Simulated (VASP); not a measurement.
The system is AlN.

```
CELL_PARAMETERS angstrom
3.11300 0.00000 0.00000
-1.55650 2.69594 0.00000
0.00000 0.00000 4.98100
ATOMIC_POSITIONS crystal
Al 0.66667 0.33333 0.50000
Al 0.33333 0.66667 0.00000
N 0.66667 0.33333 0.88000
N 0.33333 0.66667 0.38000
```

Base run:

```yaml
Program: VASP 6.6.1
Functional: revPBE
Potentials_or_basis: VASP PAW PBE potentials, release 64 (Al, N)
Cutoff: 520 eV
k_mesh: 10 × 10 × 6
Occupations: fermi-dirac, width 0.05 eV
Spin: no spin polarisation
```

Its results: band gap on the k mesh 4.26 eV; pressure 5.9 GPa; largest force 0.135 eV/Å.

The run is repeated on the same cell with these changes: functional from revPBE to PBE-based screened hybrid with 20 % exact exchange; k mesh from 10 × 10 × 6 to 5 × 5 × 3. What comes out?

Band gap on the k mesh 5.32 eV; pressure -0.7 GPa; largest force 0.130 eV/Å.

Several settings changed at once.

Caveats: some runs use coarse meshes; the PAW data sets were made with another functional, which shifts forces and pressure a little; the cell stands under pressure (at least some runs).

A k mesh can miss the band edges.
